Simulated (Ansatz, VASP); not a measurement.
**One calculation of Y3Si2F, two programs**

```xyz
6
Lattice="4.0674 0.0000 0.0000 -2.0337 3.5224 0.0000 0.0000 0.0000 8.5695" Properties=species:S:1:pos:R:3 pbc="T T T"
Y     2.0337    1.1741    0.0000
Y     0.0000    2.3483    5.7557
Y     0.0000    2.3483    2.8138
Si    2.0337    1.1741    6.0462
Si    2.0337    1.1741    2.5233
F     2.0337    1.1741    4.2848
```

Alike in both runs: task relaxation of cell and atoms; functional PBE; k mesh 6 × 6 × 2; occupations gaussian, width 0.1 eV; no spin polarisation.

|  | VASP | Ansatz |
| --- | --- | --- |
| version | VASP 6.6.1 | Ansatz 0.2.0 |
| potentials or method | VASP PAW PBE potentials, release 64 (Y_sv, Si, F), cutoff 600 eV | scalar-relativistic, plane waves, PAW |
| valence electrons in the cell | 48 | 48 |

|  | VASP | Ansatz | Ansatz less VASP |
| --- | --- | --- | --- |
| gap on the k mesh at the Fermi level, each at its own relaxed structure (eV) | none | none | - |
| relaxed volume (Å³/atom) | 23.36 | 32.56 | +9.197 |
| relaxed cell length with the largest relative difference (Å) | 3.547 | 4.911 | +1.3634 |

A gap of «none» marks a metal or a gap that the smearing closes. One of these differences is far larger than is usual between the two programs; its cause wasn't traced.

The k mesh is coarse, so the values compare programs but aren't converged.
